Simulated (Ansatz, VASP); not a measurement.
**Two plane-wave programs on Ge3P2**

```
Ge P
1.0
     4.54072    0.00000    0.00000
    -2.27036    3.93238    0.00000
     0.00000    0.00000    5.44957
Ge P
3 2
Direct
  0.00000 0.00000 0.00000
  0.33333 0.66667 0.70786
  0.66667 0.33333 0.29214
  0.33333 0.66667 0.23129
  0.66667 0.33333 0.76871
```

Alike in both runs: functional PBE; k mesh 6 × 6 × 4; occupations gaussian, width 0.1 eV; no spin polarisation.

Ansatz relaxed the structure, and its values are those at the end. VASP's run is a single point on that final structure, the one shown.

|  | VASP | Ansatz |
| --- | --- | --- |
| version | VASP 6.6.1 | Ansatz 0.2.0 |
| potentials or method | VASP PAW PBE potentials, release 64 (Ge_d, P), cutoff 520 eV | scalar-relativistic, plane waves, PAW |
| valence electrons in the cell | 52 | 52 |

|  | VASP | Ansatz | Ansatz less VASP |
| --- | --- | --- | --- |
| gap on the k mesh at the Fermi level (eV) | none | none | - |
| pressure (GPa) | -0.2 | -0.2 | +0.03 |
| rms of the force components (eV/Å) | 0.002 | 0.004 | +0.0020 |

A gap of «none» marks a metal or a gap that the smearing closes. The functional is the same, so the differences come from potentials, cutoffs and numerics.
